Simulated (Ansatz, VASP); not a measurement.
One calculation of CdS, two programs

File INCAR:

```
PREC = Accurate
ENCUT = 520
EDIFF = 1E-6
ISMEAR = -1
SIGMA = 0.08
LREAL = F
LASPH = T
NELM = 100
ALGO = Normal
ISIF = 2
LWAVE = F
LCHARG = T
GGA = PS
LELF = T
LVHAR = T
NBANDS = 16
```

The input KPOINTS:

```
regular mesh
0
Gamma
  11 11 11
```

The input POSCAR:

```
CdS
1.0
    0.0000000000      2.7477710619      2.7477710619
    2.7477710619      0.0000000000      2.7477710619
    2.7477710619      2.7477710619      0.0000000000
Cd S
1 1
Direct
    0.0000000000      0.0000000000      0.0000000000
    0.2500000000      0.2500000000      0.2500000000
```

Input for Ansatz:

```yaml
crystal:
  lattice:
    - [0.0, 2.7477710619, 2.7477710619]
    - [2.7477710619, 0.0, 2.7477710619]
    - [2.7477710619, 2.7477710619, 0.0]
  atoms:
    - { symbol: Cd, position: [0.0, 0.0, 0.0] }
    - { symbol: S, position: [0.25, 0.25, 0.25] }
kpoints:
  mp_grid: { grid: [11, 11, 11] }
scf:
  occupations: { method: fermi_dirac, width: 0.08 }
hamiltonian:
  xc: pbesol
  pseudopotentials: { kind: paw }
output:
  forces: true
  stress: true
  eigenvalues: true
  populations: true
```

Change from the starting cell: volume scaled by 0.84, PAW files.

Alike in both runs: task single point; functional PBEsol; k mesh 11 × 11 × 11; occupations fermi-dirac, width 0.08 eV; no spin polarisation.

|  | VASP | Ansatz |
| --- | --- | --- |
| version | VASP 6.6.1 | Ansatz 0.2.0 |
| potentials or method | VASP PAW PBE potentials, release 64 (Cd, S) | PAW with Ansatz's default frozen-core files, scalar-relativistic |
| plane-wave cutoff (eV) | 520 | 420 |
| valence electrons in the cell | 18 | 26 |

|  | VASP | Ansatz | Ansatz less VASP |
| --- | --- | --- | --- |
| pressure (GPa) | 16.8 | 16.0 | -0.83 |

VASP's potentials were made for PBE, not for PBEsol. With one functional, cell and mesh, what is left measures potentials, basis and numerics. VASP's potentials hold 18 valence electrons a cell and Ansatz's 26, so a difference there can come from the potentials and not from the codes.
